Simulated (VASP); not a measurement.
Write the native input for VASP 6.6.1 that does the following.

```yaml
Task: electric field gradients
Functional: PBEsol
Potentials_or_basis: VASP PAW PBE potentials, release 64 (Ta_sv_GW, N)
Cutoff: 520 eV
k_mesh: 12 × 12 × 10
Occupations: fermi-dirac, width 0.02 eV
Spin: no spin polarisation
Dipole_correction: no
Second_run: valence_matched
Further_INCAR_settings: ALGO = Normal; EDIFF = 1e-08; NBANDS = 16
```

The structure of TaN lies in POSCAR:

```
TaN
1.0
    2.9379988584      0.0000000000      0.0000000000
   -1.4689994292      2.5443816477      0.0000000000
    0.0000000000      0.0000000000      2.8830000000
Ta N
1 1
Direct
    0.3333333333      0.6666666667      0.5000000000
    0.0000000000      0.0000000000      0.0000000000
```

The input as run:

INCAR

```
  ALGO = Normal
  EDIFF = 1E-8
  ENCUT = 520
  GGA = PS
  GGA_COMPAT = F
  ISIF = 2
  ISMEAR = -1
  LASPH = T
  LCHARG = F
  LEFG = T
  LREAL = F
  LWAVE = F
  NBANDS = 16
  NELM = 120
  PREC = Accurate
  SIGMA = 0.02
```

KPOINTS

```
k-points
0
Gamma
  12 12 10
```

Potentials or basis: VASP PAW PBE potentials, release 64 (Ta_sv_GW, N).

Run with:

```console
$ cat potpaw_PBE.64/Ta_sv_GW/POTCAR potpaw_PBE.64/N/POTCAR > POTCAR
$ mpirun -np 1 vasp_std > vasp.out
```

Results of the run:

The pressure is -5.1 GPa. The band gap on the k mesh is zero (band 9 reaches 12.69 eV, above the bottom of band 10 at 12.19 eV).

Caveat: without QUAD_EFG the Cq values of the log hold for a quadrupole moment of 1 mb, not for the nuclei; the PAW data sets were made with another functional, which shifts forces and pressure a little; spin-orbit coupling is left out, which moves the levels of the heavy elements.

It took 15 s on 1 thread of Intel(R) Xeon(R) 6975P-C (Granite Rapids), with other jobs on the host, peak memory 0.18 GiB.
